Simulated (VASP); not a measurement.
# GaB2 in VASP: a series of runs, part 2 of 2

VASP 6.6.1. The steps go on from the part before.

## 3. Relaxation of cell and atoms, PBE

This run uses another cell than the first one, of 11.66 Å³/atom.

INCAR reads:

```
SYSTEM = GaB2
PREC = Accurate ; ENCUT = 500
EDIFF = 1E-7 ; ISMEAR = 0
SIGMA = 0.1 ; LREAL = .FALSE.
LASPH = .TRUE. ; NELM = 120
ALGO = Normal ; ISIF = 3
LWAVE = .FALSE. ; LCHARG = .FALSE.
GGA = PE ; IBRION = 2
NSW = 90 ; EDIFFG = -0.04
GGA_COMPAT = .FALSE. ; NELMIN = 4
```

KPOINTS reads:

```
regular mesh
0
G
  6 6 6
  0 0 0
```

POSCAR reads:

```
GaB2
1.0
   -1.7725035611      1.7725035611      2.7831821024
    1.7725035611     -1.7725035611      2.7831821024
    1.7725035611      1.7725035611     -2.7831821024
Ga B
1 2
Direct
    0.0000000000      0.0000000000      0.0000000000
    0.6396378761      0.6396378761      0.0000000000
    0.3603621239      0.3603621239      0.0000000000
```

Potentials or basis: VASP PAW PBE potentials, release 64 (Ga_d, B).

Command:

```console
> cat potpaw_PBE.64/Ga_d/POTCAR potpaw_PBE.64/B/POTCAR > POTCAR
> mpirun -np 1 vasp_std > vasp.out
```

It took 25 s on 1 thread of Intel Xeon 6975P-C (Granite Rapids), shared host; peak memory 0.16 GiB.

Results (log left out):

```
Free energy                           : -13.4440 eV
Relaxed volume                        : 11.48 Å³/atom
Relaxed cell                          : a = 3.733 Å, b = 3.733 Å, c = 3.733 Å, α = 123.81°, β = 123.81°, γ = 83.52°
Space group after relaxing (to 0.1 Å) : I4/mmm (No. 139)
Energy gained by relaxing             : 1.1 meV/atom
Ionic steps                           : 6
Pressure after relaxing               : 0.1 GPa
Band gap on the k mesh                : zero (an odd number of electrons rules out a gap without spin polarisation)
```

Stress tensor (GPa, compression positive):
```
-0.02  0.00  0.00
 0.00 -0.02  0.00
 0.00  0.00  0.20
```

Step by step:
```csv
step,energy change (eV),largest force (eV/Å),pressure (GPa),volume (Å³)
1,0.0000,0.2670,-0.38,34.98
2,0.0016,0.4371,-1.39,34.84
3,-0.0019,0.0294,-0.85,34.92
4,-0.0027,0.0552,0.00,34.62
5,-0.0027,0.0570,0.08,34.60
6,-0.0033,0.0020,0.06,34.43
```

Final structure:
```
Ga B
1.0
    -1.75818    1.75818    2.78486
     1.75818   -1.75818    2.78486
     1.75818    1.75818   -2.78486
Ga B
1 2
Cartesian
  0.0000 0.0000 0.0000
  0.0000 0.0000 3.5673
  1.7582 1.7582 -0.7824
```

Levels at points of the mesh, in eV from the Fermi level:
```csv
k point,band 7,band 8,band 9,band 10,band 11,band 12
"(0.00, 0.00, 0.00)",-3.35,-1.14,0.46,0.46,2.12,2.12
"(0.50, 0.00, 0.00)",-8.92,-3.63,-0.25,0.39,2.31,2.95
"(0.50, 0.50, 0.00)",-6.38,-5.47,-4.63,-2.25,-0.72,5.74
"(0.50, 0.50, 0.50)",-8.36,-3.48,-3.23,-3.23,4.51,5.14
```

## 4. Relaxation of cell and atoms, PBE

This run uses another cell than the first one, of 9.81 Å³/atom.

INCAR reads:

```
SYSTEM = GaB2
PREC     = Accurate       ! precision mode
ENCUT    = 500            ! plane-wave cutoff, eV
EDIFF    = 1E-7           ! SCF threshold, eV
ISMEAR   = 0              ! smearing method
SIGMA    = 0.1            ! smearing width, eV
LREAL    = .False.        ! projectors in reciprocal space
LASPH    = .True.         ! aspherical terms in the spheres
NELM     = 120            ! most SCF steps
ALGO     = Normal         ! electronic algorithm
ISIF     = 3              ! what is computed and relaxed
LWAVE    = .False.        ! write WAVECAR
LCHARG   = .False.        ! write CHGCAR
GGA      = PE             ! functional
IBRION   = 2              ! ionic algorithm
NSW      = 90             ! ionic steps
EDIFFG   = -0.04          ! ionic threshold
GGA_COMPAT= .False.      
NELMIN   = 4
```

KPOINTS reads:

```
regular mesh
0
Gamma
  8 8 8
  0 0 0
```

POSCAR reads:

```
GaB2
1.0
   -1.4423037807      1.4423037807      3.5381514620
    1.4423037807     -1.4423037807      3.5381514620
    1.4423037807      1.4423037807     -3.5381514620
Ga B
1 2
Direct
    0.0000000000      0.0000000000      0.0000000000
    0.6650000000      0.6650000000      0.0000000000
    0.3350000000      0.3350000000      0.0000000000
```

Command:

```console
> cat potpaw_PBE.64/Ga_d/POTCAR potpaw_PBE.64/B/POTCAR > POTCAR
> mpirun -np 1 vasp_std > vasp.out
```

It took 5.1 min on 1 thread of Intel Xeon 6975P-C (Granite Rapids), shared host; peak memory 0.19 GiB.

It converged, with:

| Item | Value |
| --- | --- |
| Free energy | -13.4399 eV |
| Relaxed volume | 11.58 Å³/atom |
| Relaxed cell | a = 3.741 Å, b = 3.741 Å, c = 3.741 Å, α = 123.64°, β = 123.64°, γ = 83.80° |
| Space group after relaxing (to 0.1 Å) | I4/mmm (No. 139) |
| Energy gained by relaxing | 606.7 meV/atom |
| Ionic steps | 33 |
| Pressure after relaxing | 0.0 GPa |
| Largest force after relaxing | 0.006 eV/Å |
| Band gap on the k mesh | zero (an odd number of electrons rules out a gap without spin polarisation) |

Forces in eV/Å, atoms in the order of the input:
```
Ga   0.000  0.000  0.000
B    0.000  0.000 -0.006
B    0.000  0.000  0.006
```

The path:
```tsv
step	energy change (eV)	largest force (eV/Å)	pressure (GPa)	volume (Å³)
1	0.0000	0.9403	4.50	29.44
2	-0.2828	0.6428	-3.40	30.57
3	-0.3623	0.5297	-6.77	31.72
4	-0.3663	0.1353	-6.95	31.42
5	-0.4132	1.6233	4.11	29.40
6	-0.4182	1.1142	0.46	29.95
7	-0.5415	1.9624	5.79	29.04
8	-0.7427	3.0205	14.22	27.86
9	-0.7166	1.8386	52.08	25.46
10	-0.8921	3.1996	24.93	26.90
11	-0.8441	2.5869	42.82	25.86
12	-0.9129	3.0535	32.12	26.43
13	-0.9235	2.9602	33.11	26.39
14	-0.9426	2.6600	36.22	26.24
15	-0.9143	1.7626	43.88	25.95
16	-0.9430	2.5133	37.73	26.18
17	-0.9642	2.4382	37.15	26.24
18	-1.0252	2.2176	35.46	26.40
19	-1.1363	1.7910	32.32	26.74
20	-1.3152	0.8679	26.87	27.42
21	-1.5127	0.8282	19.57	28.81
22	-1.2548	6.0231	13.34	31.74
23	-1.5279	1.9754	17.09	29.45
24	-1.6017	1.3367	12.64	30.01
25	-1.6885	0.1970	1.40	31.71
26	-1.7047	0.1307	1.05	31.94
27	-1.7477	0.0203	0.92	32.61
28	-1.8139	0.1616	1.42	33.95
29	-1.8162	0.2980	1.75	34.53
30	-1.8172	0.2537	1.63	34.34
31	-1.8195	0.1493	-0.32	34.86
32	-1.8199	0.0403	0.20	34.71
33	-1.8200	0.0060	0.02	34.75
```

Final structure:
```
Ga B
1.0
    -1.76642    1.76642    2.78437
     1.76642   -1.76642    2.78437
     1.76642    1.76642   -2.78437
Ga B
1 2
Direct
  0.00000 0.00000 0.00000
  0.63997 0.63997 0.00000
  0.36003 0.36003 0.00000
```

Levels at points of the mesh, in eV from the Fermi level:
| k point | band 8 | band 9 | band 10 | band 11 | band 12 | band 13 |
| --- | --- | --- | --- | --- | --- | --- |
| (0.00, 0.00, 0.00) | -1.21 | 0.41 | 0.41 | 2.13 | 2.13 | 6.34 |
| (0.50, 0.00, 0.00) | -3.61 | -0.30 | 0.34 | 2.27 | 2.87 | 3.47 |
| (0.50, 0.50, 0.00) | -5.49 | -4.64 | -2.23 | -0.68 | 5.68 | 7.81 |
| (0.50, 0.50, 0.50) | -3.58 | -3.24 | -3.24 | 4.47 | 5.05 | 7.67 |

Caveat: the volume moved by over 15 % at a fixed basis, so the end points are rough.

## 5. Single point, PBE

This run uses another cell than the first one: it holds 6 atoms, not 3.

INCAR reads:

```
PREC     = Accurate       # precision mode
ENCUT    = 500            # plane-wave cutoff, eV
EDIFF    = 1E-6           # SCF threshold, eV
ISMEAR   = 0              # smearing method
SIGMA    = 0.1            # smearing width, eV
LREAL    = False          # projectors in reciprocal space
LASPH    = True           # aspherical terms in the spheres
NELM     = 120            # most SCF steps
ALGO     = Normal         # electronic algorithm
ISIF     = 2              # what is computed and relaxed
LWAVE    = False          # write WAVECAR
LCHARG   = False          # write CHGCAR
GGA      = PE             # functional
NBANDS   = 28             # bands
GGA_COMPAT= False
```

KPOINTS reads:

```
Automatic mesh
0
Gamma
  4 4 6
```

POSCAR reads:

```
GaB2
1.0
    3.5298448860      0.0000000000      0.0000000000
    0.0000000000      5.5663642047      0.0000000000
    0.0000000000      0.0000000000      3.5601693584
Ga B
2 4
Direct
    0.0000000000      0.0000000000      0.0000000000
    0.5000000000      0.5000000000      0.5000000000
    0.0000178798      0.3603621239      0.0000000000
    0.9999821202      0.6396378761      0.0000000000
    0.5000178798      0.1396378761      0.5000000000
    0.4999821202      0.8603621239      0.5000000000
```

Command:

```console
> cat potpaw_PBE.64/Ga_d/POTCAR potpaw_PBE.64/B/POTCAR > POTCAR
> mpirun -np 1 vasp_std > vasp.out
```

Wall time 26 s (1 thread of Intel Xeon 6975P-C (Granite Rapids), shared host); peak memory 0.2 GiB.

Results (log left out):

| Property | Result |
| --- | --- |
| Free energy | -26.8811 eV |
| Pressure | 0.0 GPa |
| Largest force | 0.023 eV/Å |
| Band gap on the k mesh | zero (bands 19 and 20 overlap by 4.62 eV) |

Forces in eV/Å, atoms in the order of the input:
```
Ga   0.000  0.000  0.000
Ga   0.000  0.000  0.000
B    0.000 -0.023  0.000
B    0.000  0.023  0.000
B    0.000  0.023  0.000
B    0.000 -0.023  0.000
```

Levels at points of the mesh, in eV from the Fermi level:
| k point | band 15 | band 16 | band 17 | band 18 | band 19 | band 20 | band 21 | band 22 | band 23 | band 24 |
| --- | --- | --- | --- | --- | --- | --- | --- | --- | --- | --- |
| (0.00, 0.00, 0.00) | -3.41 | -3.28 | -3.16 | -1.24 | 0.38 | 0.47 | 2.10 | 2.22 | 4.48 | 5.03 |
| (0.50, 0.00, 0.00) | -5.72 | -5.72 | -0.74 | -0.74 | 0.99 | 0.99 | 2.79 | 2.79 | 4.26 | 4.26 |
| (0.00, 0.50, 0.00) | -2.50 | -2.50 | -2.10 | -2.10 | -1.98 | -1.98 | 3.54 | 3.54 | 5.18 | 5.18 |
| (0.50, 0.50, 0.00) | -3.56 | -3.56 | -0.33 | -0.33 | 0.34 | 0.34 | 2.23 | 2.23 | 2.78 | 2.78 |
| (0.00, 0.00, 0.50) | -5.76 | -5.76 | -0.67 | -0.67 | 1.08 | 1.08 | 2.86 | 2.86 | 4.33 | 4.33 |
| (0.50, 0.00, 0.50) | -5.47 | -5.47 | -4.62 | -4.62 | -2.18 | -2.18 | -0.61 | -0.61 | 5.67 | 5.67 |
| (0.00, 0.50, 0.50) | -3.58 | -3.58 | -0.27 | -0.27 | 0.36 | 0.36 | 2.32 | 2.32 | 2.92 | 2.92 |
| (0.50, 0.50, 0.50) | -5.03 | -5.03 | -5.03 | -5.03 | -2.78 | -2.78 | 3.53 | 3.53 | 3.89 | 3.89 |

Caveat: the k points lie up to 0.45 Å⁻¹ apart, too coarse for converged energies and pressures of a metal.

## 6. Overview

| task | cell | k mesh | gap on the mesh (eV) | pressure (GPa) | relaxed volume (Å³/atom) | largest force (eV/Å) |
| --- | --- | --- | --- | --- | --- | --- |
| single point | a = 3.743 Å, angles 123.6, 123.6, 83.9°, 3 atoms, atomic positions A | 8 × 8 × 8 | none | 0.1 | - | 0.01 |
| relaxation of cell and atoms | relaxed from a = 3.746 Å, angles 123.5, 123.5, 84.0°, 3 atoms, atomic positions A | 6 × 6 × 6 | none | 0.1 | 11.48 | - |
| relaxation of cell and atoms | relaxed from a = 4.084 Å, angles 138.6, 138.6, 59.9°, 3 atoms, atomic positions B | 8 × 8 × 8 | none | 0.0 | 11.58 | 0.01 |
| single point | a = 3.530, b = 5.566, c = 3.560 Å, 6 atoms, atomic positions C | 4 × 4 × 6 | none | 0.0 | - | 0.02 |

Alike in all rows: level PBE; potentials or basis VASP PAW PBE potentials, release 64 (Ga_d, B); no spin polarisation; cutoff (eV) 500; smearing gaussian 0.1 eV.

Caveats: some runs use coarse meshes; the volume moved by over 15 % at a fixed basis, so the end points are rough (at least some runs).

Total energies depend on the potentials used, so only differences within one code and one set of settings carry meaning.
